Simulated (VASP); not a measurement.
Set up this calculation in VASP 6.6.1, as the native input.

- Task: single point
- Functional: r2SCAN
- Potentials or basis: VASP PAW PBE potentials, release 64 (Zn, Ag)
- Cutoff: 520 eV
- k mesh: 14 × 14 × 14
- Occupations: gaussian, width 0.1 eV
- Spin: no spin polarisation
- Dipole correction: no
- Further INCAR settings: ALGO = Normal; EDIFF = 1e-07; NBANDS = 18

ZnAg:

```xyz
2
Lattice="3.1081 0.0000 0.0000 0.0000 3.1081 0.0000 0.0000 0.0000 3.1081" Properties=species:S:1:pos:R:3 pbc="T T T"
Zn    1.5540    1.5540    1.5540
Ag    0.0000    0.0000    0.0000
```

This cell differs from its parent crystal: volume scaled by 0.97.

One way to write it, as run:

POSCAR

```
ZnAg
1.0
    3.1080838073      0.0000000000      0.0000000000
    0.0000000000      3.1080838073      0.0000000000
    0.0000000000      0.0000000000      3.1080838073
Zn Ag
1 1
Direct
    0.5000000000      0.5000000000      0.5000000000
    0.0000000000      0.0000000000      0.0000000000
```

INCAR.step1

```
SYSTEM = ZnAg
ALGO = Normal ; EDIFF = 1E-4
ENCUT = 520 ; GGA = PE
ISMEAR = 0 ; LASPH = .True.
LCHARG = .False. ; LREAL = .False.
LWAVE = .True. ; NBANDS = 18
NELM = 60 ; PREC = Accurate
SIGMA = 0.1
```

INCAR.step2

```
SYSTEM = ZnAg
ALGO = Normal ; EDIFF = 1E-7
ENCUT = 520 ; ISIF = 2
ISMEAR = 0 ; ISTART = 1
LASPH = .True. ; LCHARG = .False.
LMIXTAU = .True. ; LREAL = .False.
LWAVE = .False. ; METAGGA = R2SCAN
NBANDS = 18 ; NELM = 60
PREC = Accurate ; SIGMA = 0.1
```

KPOINTS

```
k-points
0
Gamma
  14 14 14
  0 0 0
```

Potentials or basis: VASP PAW PBE potentials, release 64 (Zn, Ag).

Command:

```console
$ cat potpaw_PBE.64/Zn/POTCAR potpaw_PBE.64/Ag/POTCAR > POTCAR
$ cp INCAR.step1 INCAR
$ mpirun -np 1 vasp_std > vasp.out
$ cp INCAR.step2 INCAR
$ mpirun -np 1 vasp_std > vasp.out
```

Results of the run:

```yaml
Pressure: 3.9 GPa
```

Caveat: the PAW data sets were made with another functional, which shifts forces and pressure a little.

It took 93 s on 1 thread of AMD EPYC 9R45 96-Core Processor (Zen 5) (shared host), peak memory 0.17 GiB.
